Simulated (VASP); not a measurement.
Here is a VASP 6.6.1 calculation.

Contents of INCAR:

```
SYSTEM = Na7Bi
ALGO = Fast
EDIFF = 1E-6
ENCUT = 520
GGA = PE
ISIF = 2
ISMEAR = 0
LASPH = .True.
LCHARG = .False.
LREAL = .False.
LWAVE = .False.
NBANDS = 42
NELM = 60
PREC = Accurate
SIGMA = 0.2
```

The input KPOINTS:

```
k-points
0
Gamma
  4 4 4
  0 0 0
```

POSCAR

```
Na7Bi
1.0
    0.0010161012      5.1081871575      5.1223318007
    5.0442842227     -0.0021336264      5.1248722730
    5.0468411164      5.1135754911     -0.0044368755
Na Bi
7 1
Direct
    0.5008440095      0.9994358245      0.0012469310
    0.9990336421      0.5009254295      0.4991725253
    1.0001186378      0.4992392010     -0.0007785974
    0.4999425425      1.0003259539      0.5000097626
    1.0017540159     -0.0015123721      0.5006156361
    0.4979621635      0.5024158929     -0.0002817320
    0.5010504573      0.4974930824      0.5006739903
   -0.0007054687      0.0016769879     -0.0006585160
```

Potentials or basis: VASP PAW PBE potentials, release 64 (Na_pv, Bi_d).

The run is started by

```sh
$ cat potpaw_PBE.64/Na_pv/POTCAR potpaw_PBE.64/Bi_d/POTCAR > POTCAR
$ mpirun -np 1 vasp_std > vasp.out
```

Task: Predict the band gap on the k mesh.

Result: Zero (bands 32 and 33 overlap by 0.54 eV).

Task: Predict the pressure.

Result: 0.0 GPa.

Forces on the atoms (eV/Å):
```
Na  -0.001 -0.001  0.001
Na   0.000  0.002  0.001
Na   0.001  0.002 -0.002
Na   0.000  0.000  0.001
Na   0.000 -0.004 -0.001
Na  -0.002  0.003 -0.001
Na   0.002 -0.003  0.003
Bi   0.000  0.002 -0.002
```

Caveat: spin-orbit coupling is left out, which moves the levels of the heavy elements.
